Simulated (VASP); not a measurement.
Crystal: Pt.

```xyz
1
Lattice="0.0000 1.9474 1.9474 1.9474 0.0000 1.9474 1.9474 1.9474 0.0000" Properties=species:S:1:pos:R:3 pbc="T T T"
Pt    0.0000    0.0000    0.0000
```

Base run:

* Program: VASP 6.6.1
* Functional: LDA
* Potentials or basis: VASP PAW LDA potentials, release 64 (Pt)
* Cutoff: 520 eV
* k mesh: 14 × 14 × 14
* Occupations: fermi-dirac, width 0.1 eV
* Spin: no spin polarisation

Its results: band gap on the k mesh zero (band 5 reaches 12.07 eV, above the bottom of band 6 at 9.75 eV); pressure 0.8 GPa.

The run is repeated on the same cell with these changes: k mesh from 14 × 14 × 14 to 5 × 5 × 5. What comes out?

Band gap on the k mesh zero (band 5 reaches 11.62 eV, above the bottom of band 6 at 9.82 eV); pressure 6.5 GPa.

Caveats: some runs use coarse meshes; spin-orbit coupling is left out, which moves the levels of the heavy elements.
